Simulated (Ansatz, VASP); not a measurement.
## La: VASP beside Ansatz

File POSCAR:

```
La
1.0
    3.7500000000      0.0000000000      0.0000000000
   -1.8750000000      3.2475952642      0.0000000000
    0.0000000000      0.0000000000      6.0700000000
La
2
Direct
    0.3333333333      0.6666666667      0.2500000000
    0.6666666667      0.3333333333      0.7500000000
```

INCAR.step1

```
PREC = Accurate ; ENCUT = 520
ISMEAR = -1 ; SIGMA = 0.05
LREAL = F ; LASPH = T
NELM = 80 ; NBANDS = 18
GGA = PE ; ALGO = Normal
EDIFF = 1E-4 ; LWAVE = T
LCHARG = F
```

INCAR.step2

```
PREC = Accurate ; ENCUT = 520
EDIFF = 1E-8 ; ISMEAR = -1
SIGMA = 0.05 ; LREAL = F
LASPH = T ; NELM = 80
ALGO = Normal ; ISIF = 2
LWAVE = F ; LCHARG = F
METAGGA = R2SCAN ; LMIXTAU = T
LEFG = T ; NBANDS = 18
ISTART = 1
```

KPOINTS

```
regular mesh
0
Gamma
  10 10 6
```

Input for Ansatz:

```yaml
crystal:
  lattice:
    - [3.75, 0.0, 0.0]
    - [-1.875, 3.2475952642, 0.0]
    - [0.0, 0.0, 6.07]
  atoms:
    - { symbol: La, position: [0.3333333333, 0.6666666667, 0.25] }
    - { symbol: La, position: [0.6666666667, 0.3333333333, 0.75] }
kpoints:
  mp_grid: { grid: [10, 10, 6] }
scf:
  occupations: { method: fermi_dirac, width: 0.05 }
hamiltonian:
  xc: r2scan
  pseudopotentials: { kind: paw }
output:
  forces: true
  stress: true
  populations: true
  efg: { quadrupole_moments_barn: { La: 0.206 }, contact_densities: true }
```

Alike in both runs: task electric field gradients; functional r2SCAN; k mesh 10 × 10 × 6; occupations fermi-dirac, width 0.05 eV; no spin polarisation.

|  | VASP | Ansatz |
| --- | --- | --- |
| version | VASP 6.6.1 | Ansatz 0.2.0 |
| potentials or method | VASP PAW PBE potentials, release 64 (La) | plane-wave PAW, scalar-relativistic |
| plane-wave cutoff (eV) | 520 | 500 |
| valence electrons in the cell | 22 | 22 |

Ansatz gave:

* pressure (GPa): 0.5
* traceless stress, the component that is largest in VASP (GPa): -0.37
* size of Vzz on the site where it differs most (V/Å²): 9.8

Q: Which values does VASP return?

A: Pressure (GPa): 0.6; traceless stress, the component that is largest in VASP (GPa): -0.39; size of Vzz on the site where it differs most (V/Å²): 11.2.

VASP's potentials were made for PBE, not for r2SCAN.

Spin-orbit coupling is off throughout.
